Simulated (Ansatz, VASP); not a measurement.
**One calculation of Eu, two programs**

Contents of INCAR:

```
PREC     = Accurate       # precision mode
ENCUT    = 520            # plane-wave cutoff, eV
EDIFF    = 1E-6           # SCF threshold, eV
ISMEAR   = -1             # smearing method
SIGMA    = 0.05           # smearing width, eV
LREAL    = F              # projectors in reciprocal space
LASPH    = T              # aspherical terms in the spheres
NELM     = 150            # most SCF steps
ALGO     = Normal         # electronic algorithm
ISIF     = 2              # what is computed and relaxed
LWAVE    = F              # write WAVECAR
LCHARG   = T              # write CHGCAR
ISPIN    = 2              # spin polarisation
MAGMOM   = 7              # initial moments
LORBIT   = 11             # projections on sites
LMAXMIX  = 6              # l up to which the mixer works
GGA      = PE             # functional
LELF     = T              # ELF
LVHAR    = T            
NBANDS   = 18             # bands
```

File KPOINTS:

```
Automatic mesh
0
Gamma
  10 10 10
```

The input POSCAR:

```
Eu
1.0
   -2.1379158168      2.1379158168      2.1379158168
    2.1379158168     -2.1379158168      2.1379158168
    2.1379158168      2.1379158168     -2.1379158168
Eu
1
Direct
    0.0000000000      0.0000000000      0.0000000000
```

Input for Ansatz:

```yaml
crystal:
  lattice:
    - [-2.1379158168, 2.1379158168, 2.1379158168]
    - [2.1379158168, -2.1379158168, 2.1379158168]
    - [2.1379158168, 2.1379158168, -2.1379158168]
  atoms:
    - { symbol: Eu, position: [0.0, 0.0, 0.0], spin: 7.0 }
magnetization:
  spin_polarized: true
kpoints:
  mp_grid: { grid: [10, 10, 10] }
scf:
  occupations: { method: fermi_dirac, width: 0.05 }
hamiltonian:
  xc: pbe
  pseudopotentials: { kind: all_electron, lapw: { basis_error: 0.0005 } }
output:
  forces: true
  stress: true
  eigenvalues: false
  populations: true
```

Change from the starting cell: volume scaled by 0.8, LAPW.

Alike in both runs: task single point; functional PBE; k mesh 10 × 10 × 10; occupations fermi-dirac, width 0.05 eV; collinear spin.

```csv
,VASP,Ansatz
version,VASP 6.6.1,Ansatz 0.2.0
potentials or method,"VASP PAW PBE potentials, release 64 (Eu), cutoff 520 eV","all-electron LAPW, scalar-relativistic"
```

```csv
,VASP,Ansatz,Ansatz less VASP
pressure (GPa),0.9,1.2,+0.31
net moment per atom (μB),7.25,7.26,+0.007
size of the moment on the site where the two differ most (μB),6.66,7.09,+0.432
```

Site moments also hang on the region over which each program counts them. Ansatz ran all-electron here, and VASP with PAW potentials.

Neither program's run includes spin-orbit coupling.
